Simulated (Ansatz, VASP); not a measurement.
Two plane-wave programs on TiN

```
Ti N
1.0
     0.00000    2.11900    2.11900
     2.11900    0.00000    2.11900
     2.11900    2.11900    0.00000
Ti N
1 1
Direct
  0.00000 0.00000 0.00000
  0.50000 0.50000 0.50000
```

Alike in both runs: task single point; functional LDA; k mesh 11 × 11 × 11; occupations fermi-dirac, width 0.1 eV; no spin polarisation.

|  | VASP | Ansatz |
| --- | --- | --- |
| version | VASP 6.6.1 | Ansatz 0.2.0 |
| potentials or method | VASP PAW LDA potentials, release 64 (Ti_sv, N), cutoff 520 eV | plane waves, PAW |
| valence electrons in the cell | 17 | 17 |

|  | VASP | Ansatz | Ansatz less VASP |
| --- | --- | --- | --- |
| pressure (GPa) | -12.6 | -13.5 | -0.90 |

LDA's correlation is that of Perdew and Zunger in VASP and of Perdew and Wang (1992) in Ansatz.
